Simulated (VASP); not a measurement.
# V2Bi4O11 (P1) in VASP: electric field gradients with r2SCAN

Aim: the electric field gradients of V2Bi4O11 with r2SCAN.

All numbers are computed with VASP 6.6.1; they aren't measurements. Logs are shortened: lines on timing, memory, paths and dates and some standing lists are left out, and cuts for length are marked.

## 1. The cell of the first run

The typed cell holds 17 atoms: a = 5.576 Å, b = 5.654 Å, c = 8.063 Å, α = 69.58°, β = 89.13°, γ = 88.59°.

## 2. Electric field gradients, r2SCAN

POSCAR reads:

```
V2Bi4O11
1.0
    5.5760915600      0.0000000000      0.0000000000
    0.1394144239      5.6519633999      0.0000000000
    0.1218665182      2.8109507929      7.5557023464
V Bi O
2 4 11
Direct
    0.4727284800      0.5157229000      0.9868717600
    0.0356968800      0.9460250500      0.9833939200
    0.9961672000      0.6188609000      0.6378270000
    0.0052285800      0.2683859700      0.3353222100
    0.5192253800      0.1742466500      0.6607637400
    0.5214139800      0.8469749700      0.3109681900
    0.7498887100      0.4727785900      0.4758989200
    0.2368672600      0.9494728500      0.4897006800
    0.7491097000      0.9627930900      0.4936967400
    0.2380804700      0.4533224600      0.4848980200
    0.6562069000      0.7406214600      0.9911038600
    0.1705288200      0.6440472100      0.9839557600
    0.9113950600      0.9402742600      0.1817812800
    0.2864934600      0.1018577100      0.9790054800
    0.5392107600      0.4892274700      0.7835593100
    0.5190658600      0.2841089200      0.1912410300
    0.9100935000      0.1276825300      0.7848091100
```

INCAR.step1 reads:

```
SYSTEM = V2Bi4O11
PREC = Accurate
ENCUT = 520
ISMEAR = -1
SIGMA = 0.02
LREAL = Auto
LASPH = .TRUE.
NELM = 100
NBANDS = 90
GGA = PE
ALGO = Normal
EDIFF = 1E-4
LWAVE = .TRUE.
LCHARG = .FALSE.
```

INCAR.step2 reads:

```
SYSTEM = V2Bi4O11
PREC = Accurate
ENCUT = 520
EDIFF = 1E-8
ISMEAR = -1
SIGMA = 0.02
LREAL = Auto
LASPH = .TRUE.
NELM = 100
ALGO = Normal
ISIF = 2
LWAVE = .FALSE.
LCHARG = .FALSE.
METAGGA = R2SCAN
LMIXTAU = .TRUE.
LEFG = .TRUE.
NBANDS = 90
ISTART = 1
```

KPOINTS reads:

```
regular mesh
0
G
  4 4 3
  0 0 0
```

Potentials or basis: VASP PAW PBE potentials, release 64 (V_sv, Bi_d, O).

The run is started by

```sh
$ cat potpaw_PBE.64/V_sv/POTCAR potpaw_PBE.64/Bi_d/POTCAR potpaw_PBE.64/O/POTCAR > POTCAR
$ cp INCAR.step1 INCAR
$ mpirun -np 1 vasp_std > vasp.out
$ cp INCAR.step2 INCAR
$ mpirun -np 1 vasp_std > vasp.out
```

OUTCAR:

```text
SYSTEM = V2Bi4O11
   PREC = Accurate
   ENCUT = 520
   EDIFF = 1E-8
   ISMEAR = -1
   LREAL = Auto
   LASPH = .TRUE.
   NELM = 100
   ISIF = 2
   METAGGA = R2SCAN
   ISTART = 1

 ion  position               nearest neighbor table
   1  0.473  0.516  0.987-  11 1.66  16 1.73  15 1.73  12 1.82
   2  0.036  0.946  0.983-  14 1.66  17 1.72  13 1.72  12 1.85  11 2.43
   3  0.996  0.619  0.638-  10 2.22   7 2.27   8 2.29   9 2.32  17 2.66  15 2.79   4 3.63   4 3.64
                             6 3.65   5 3.66   5 3.77   6 3.84
   4  0.005  0.268  0.335-   8 2.20   9 2.28  10 2.29   7 2.33  13 2.63   3 3.63   3 3.64   5 3.66
                             6 3.69   6 3.74   5 3.82
   5  0.519  0.174  0.661-   7 2.24  10 2.31  15 2.33  17 2.38   9 2.43   8 2.72  14 2.76   4 3.66
                             3 3.66   3 3.77   4 3.82   6 3.86   6 3.88
   6  0.521  0.847  0.311-   9 2.23  16 2.32   8 2.32  13 2.39   7 2.41  10 2.71  14 2.88  11 2.93
                             3 3.65   4 3.69   4 3.74   3 3.84   5 3.86   5 3.88
   7  0.750  0.473  0.476-   5 2.24   3 2.27   4 2.33   6 2.41
   8  0.237  0.949  0.490-   4 2.20   3 2.29   6 2.32   5 2.72
   9  0.749  0.963  0.494-   6 2.23   4 2.28   3 2.32   5 2.43
  10  0.238  0.453  0.485-   3 2.22   4 2.29   5 2.31   6 2.71
  11  0.656  0.741  0.991-   1 1.66   2 2.43   6 2.93
  12  0.171  0.644  0.984-   1 1.82   2 1.85
  13  0.911  0.940  0.182-   2 1.72   6 2.39   4 2.63
  14  0.286  0.102  0.979-   2 1.66   5 2.76   6 2.88
  15  0.539  0.489  0.784-   1 1.73   5 2.33   3 2.79
  16  0.519  0.284  0.191-   1 1.73   6 2.32
  17  0.910  0.128  0.785-   2 1.72   5 2.38   3 2.66

  LATTYP: Found a triclinic cell.
 ALAT       =     5.6536825747
 B/A-ratio  =     1.4277761108
 C/A-ratio  =     0.9862760221
 COS(alpha) =     0.0021738710
 COS(beta)  =     0.0246590469
 COS(gamma) =     0.3518971181

  Lattice vectors:

 A1 = (  -0.1394144239,  -5.6519633999,   0.0000000000)
 A2 = (  -0.0175479057,  -2.8410126070,   7.5557023464)
 A3 = (  -5.5760915600,   0.0000000000,   0.0000000000)

Analysis of symmetry for initial positions (statically):
=====================================================================
 Subroutine PRICEL returns:
 Original cell was already a primitive cell.

 Routine SETGRP: Setting up the symmetry group for a
 triclinic supercell.

 Subroutine GETGRP returns: Found  1 space group operations
 (whereof  1 operations were pure point group operations)
 out of a pool of  2 trial point group operations.

The static configuration has the point symmetry C_1 .

Analysis of symmetry for dynamics (positions and initial velocities):
=====================================================================
 Subroutine PRICEL returns:
 Original cell was already a primitive cell.

 Routine SETGRP: Setting up the symmetry group for a
 triclinic supercell.

 Subroutine GETGRP returns: Found  1 space group operations
 (whereof  1 operations were pure point group operations)
 out of a pool of  2 trial point group operations.

The dynamic configuration has the point symmetry C_1 .

 Subroutine INISYM returns: Found  1 space group operations
 (whereof  1 operations are pure point group operations),
 and found     1 'primitive' translations

----------------------------------------------------------------------------------------

                                     Primitive cell

  volume of cell :     238.1245

  direct lattice vectors                    reciprocal lattice vectors
     5.576091560  0.000000000  0.000000000     0.179337084 -0.004423627 -0.001246818
     0.139414424  5.651963400  0.000000000     0.000000000  0.176929667 -0.065823211
     0.121866518  2.810950793  7.555702346     0.000000000  0.000000000  0.132350370

  length of vectors
     5.576091560  5.653682575  8.062563721     0.179395966  0.188777122  0.132350370
[... 115 lines left out ...]
   IBRION =     -1    ionic relax: 0-MD 1-quasi-New 2-CG
   NFREE  =      0    steps in history (QN), initial steepest desc. (CG)
   ISIF   =      2    stress and relaxation
   ISYM   =      2    0-nonsym 1-usesym 2-fastsym
   POTIM  = 0.5000    time-step for ionic-motion
   TEBEG  =    0.0;   TEEND  =   0.0 temperature during run
   PSTRESS=    0.0 pullay stress
   NELECT =     152.0000    total number of electrons
   NUPDOWN=      -1.0000    fix difference up-down
   EMIN   =  10.00;   EMAX   =-10.00  energy-range for DOS
   EFERMI =   0.00;   METHOD = LEGACY
   ISMEAR =    -1;   SIGMA  =   0.02  broadening in eV -4-tet -1-fermi 0-gaus
   EFERMI_NEDOS =   21; number of points for ismear=-14 and -15
   IALGO  =     38    algorithm
   IMIX   =      4    mixing-type and parameters
     AMIX     =   0.40;   BMIX     =  1.00
     AMIX_MAG =   1.60;   BMIX_MAG =  1.00
  volume/ion in A,a.u.               =      14.01        94.53
  Fermi-wavevector in a.u.,A,eV,Ry     =   1.409574  2.663709 27.033415  1.986900
  Thomas-Fermi vector in A             =   2.531616
   LORBIT       =      0    0 simple, 1 ext, 2 COOP (PROOUT), +10 PAW based schemes
   METAGGA = R2SCAN    functional components
   LHFCALC =     F    Hartree Fock is set to
   AEXX    =    0.0000 exact exchange contribution
   IVDW    =     0    specifies the selected vdW correction
   LEPSILON=     F    determine dielectric tensor
   LRPA    =     F    only Hartree local field effects (RPA)
 non-spin polarized calculation
  energy-cutoff  :      520.00
  volume of cell :      238.12
 maximum number of plane-waves:      6436
 NGX is ok and might be reduce to    42
   NGX = 21   NGY = 21   NGZ = 29

 number of electron     152.0000001 magnetization

 Free energy of the ion-electron system (eV)
  ---------------------------------------------------
  ext. energy  EPLUGINS =         0.00000000
  ---------------------------------------------------
  free energy    TOTEN  =      -359.81911186 eV

  energy without entropy =     -359.81911186  energy(sigma->0) =     -359.81911186

 E-fermi :   5.2162     XC(G=0): -11.3340

 val. band max:        4.6328158869   @ k =   0.0000   0.0000   0.0000
 cond. band min:       7.2953070435   @ k =   0.0000   0.0000   0.3333
 fundamental gap:      2.6624911565
 Fermi energy:         5.2162413093

 k-point     1 :       0.0000    0.0000    0.0000
  band No.  band energies     occupation
      1     -62.2938      2.00000
      2     -62.2791      2.00000
      3     -35.1711      2.00000
      4     -35.1439      2.00000
      5     -35.1041      2.00000
      6     -35.0990      2.00000
[... 2173 lines left out ...]
     87       9.6851      0.00000
     88       9.9228      0.00000

 [... further k-points ...]

 [bands above 88 left out]

------------------------ aborting loop because EDIFF is reached ----------------------------------------

  FORCE on cell =-STRESS in cart. coord.  units (eV):
  Direction    XX          YY          ZZ          XY          YZ          ZX
  --------------------------------------------------------------------------------------
  -------------------------------------------------------------------------------------
  Total        0.2110708      0.2215866      0.0663177     -0.0936705      0.0282930     -0.0874929
  in kB        1.4201513      1.4909054      0.4462065     -0.6302452      0.1903643     -0.5886804
  external PRESSURE =       1.1190877 kB  Pullay stress =       0.0000000 kB

 VOLUME and BASIS-vectors are now :
 -----------------------------------------------------------------------------
  energy-cutoff  :      520.00
  volume of cell :      238.12
      direct lattice vectors                 reciprocal lattice vectors
     5.576091560  0.000000000  0.000000000     0.179337084 -0.004423627 -0.001246818
     0.139414424  5.651963400  0.000000000     0.000000000  0.176929667 -0.065823211
     0.121866518  2.810950793  7.555702346     0.000000000  0.000000000  0.132350370

 POSITION                                       TOTAL-FORCE (eV/Angst)
 -----------------------------------------------------------------------------------
      2.82814      5.68889      7.45651         0.125295      0.073871      0.002887
      0.45078      8.11117      7.43023         0.099658      0.117409     -0.017965
      5.71873      5.29068      4.81923         0.034623      0.013280     -0.003687
      0.10744      2.45948      2.53359         0.045190     -0.007766      0.003027
      3.00007      2.84221      4.99253        -0.034175     -0.014657      0.014984
      3.06343      5.66119      2.34958        -0.020767      0.007010      0.001335
[... 9 lines left out ...]
      2.95727      2.14334      1.44496        -0.022089      0.091720     -0.175846
      5.18821      2.92772      5.92978         0.092924     -0.064937      0.185946
 -----------------------------------------------------------------------------------
    total drift:                               -0.015783     -0.009473      0.039385

  FREE ENERGIE OF THE ION-ELECTRON SYSTEM (eV)
  ---------------------------------------------------
  free  energy   TOTEN  =      -359.8191118621 eV

  energy  without entropy=     -359.8191118621  energy(sigma->0) =     -359.81911186

 Electric field gradients (V/A^2)
---------------------------------------------------------------------
 ion       V_xx      V_yy      V_zz      V_xy      V_xz      V_yz
---------------------------------------------------------------------
   1      28.937    32.026   -60.963    -4.614     4.061     0.481
   2      13.444    32.449   -45.892    14.092     0.086    -2.765
   3     150.524    75.238  -225.762    32.459    62.293  -132.352
   4     163.358    58.194  -221.553    45.012  -109.778   154.626
   5      -2.516   -50.161    52.678   -68.106    77.293   200.084
   6      -3.971   -46.606    50.578   -78.496  -101.240  -195.298
[... 9 lines left out ...]
  16      -3.651    -1.680     5.331   -11.794   -15.871   -25.851
  17      -6.433    -1.999     8.432    -5.318    22.946     6.859
---------------------------------------------------------------------

 Electric field gradients after diagonalization (V/A^2)
 (convention: |V_zz| > |V_xx| > |V_yy|)
----------------------------------------------------------------------
 ion       V_xx      V_yy      V_zz     asymmetry (V_yy - V_xx)/ V_zz
----------------------------------------------------------------------
   1      35.389    25.763   -61.151       0.157
   2      40.010     5.986   -45.996       0.740
   3     163.438   123.367  -286.805       0.140
   4     192.664   126.661  -319.325       0.207
   5     209.837    37.459  -247.295       0.697
   6     208.878    51.135  -260.012       0.607
[... 9 lines left out ...]
  16      28.612     7.318   -35.930       0.593
  17      25.346     0.680   -26.026       0.948
----------------------------------------------------------------------

           NMR quadrupolar parameters

 Cq : quadrupolar parameter    Cq=e*Q*V_zz/h
 eta: asymmetry parameters     (V_yy - V_xx)/ V_zz
 Q  : nuclear electric quadrupole moment in mb (millibarn)
----------------------------------------------------------------------
 ion       Cq(MHz)       eta       Q (mb)
----------------------------------------------------------------------
   1      -0.148       0.157       1.000
   2      -0.111       0.740       1.000
   3      -0.693       0.140       1.000
   4      -0.772       0.207       1.000
   5      -0.598       0.697       1.000
   6      -0.629       0.607       1.000
[... 9 lines left out ...]
  16      -0.087       0.593       1.000
  17      -0.063       0.948       1.000
----------------------------------------------------------------------
```

Wall time 70 min (1 thread of Intel Xeon Platinum 8259CL at 2.50GHz (Skylake/Cascade Lake), shared host); peak memory 0.54 GiB.

What came out:

```
Free energy            : -359.8191 eV
Pressure               : 0.1 GPa
Largest force          : 0.241 eV/Å
Band gap on the k mesh : 2.66 eV, indirect (least direct gap 2.72 eV)
```

Forces in eV/Å, atoms in the order of the input:
```
V    0.125  0.074  0.003
V    0.100  0.117 -0.018
Bi   0.035  0.013 -0.004
Bi   0.045 -0.008  0.003
Bi  -0.034 -0.015  0.015
Bi  -0.021  0.007  0.001
O    0.007 -0.007  0.029
O   -0.044  0.023 -0.032
O    0.003 -0.022 -0.026
O   -0.047  0.015  0.021
O   -0.118 -0.196 -0.018
O    0.070  0.065  0.004
O    0.086 -0.077 -0.170
O   -0.216 -0.104  0.019
O   -0.061  0.087  0.161
O   -0.022  0.092 -0.176
O    0.093 -0.065  0.186
```

Levels at points of the mesh, in eV from the valence-band top:
| k point | band 74 | band 75 | band 76 | band 77 | band 78 | band 79 |
| --- | --- | --- | --- | --- | --- | --- |
| (0.00, 0.00, 0.00) | -0.68 | -0.39 | 0.00 | 2.72 | 2.82 | 2.87 |
| (0.50, 0.00, 0.00) | -0.65 | -0.40 | -0.22 | 2.77 | 2.88 | 2.91 |
| (0.00, 0.50, 0.00) | -0.88 | -0.52 | -0.18 | 2.73 | 2.88 | 3.02 |
| (0.50, 0.50, 0.00) | -0.51 | -0.37 | -0.10 | 2.85 | 2.96 | 3.14 |

Electric field gradients, principal values (V/Å²):
```tsv
atom	least	middle	greatest (by size)
1 V	25.763	35.389	-61.151
2 V	5.986	40.010	-45.996
3 Bi	123.367	163.438	-286.805
4 Bi	126.661	192.664	-319.325
5 Bi	37.459	209.837	-247.295
6 Bi	51.135	208.878	-260.012
7 O	-3.280	-22.170	25.450
8 O	10.812	29.816	-40.629
9 O	-0.002	-26.673	26.675
10 O	14.193	26.128	-40.321
11 O	7.723	17.070	-24.794
12 O	-14.748	-20.930	35.678
13 O	-0.843	-23.297	24.140
14 O	-1.942	-12.187	14.129
15 O	3.195	28.789	-31.985
16 O	7.318	28.612	-35.930
17 O	0.680	25.346	-26.026
```

Caveat: without QUAD_EFG the Cq values of the log hold for a quadrupole moment of 1 mb, not for the nuclei; the PAW data sets were made with another functional, which shifts forces and pressure a little; spin-orbit coupling is left out, which moves the levels of the heavy elements. A k mesh can miss the band edges.
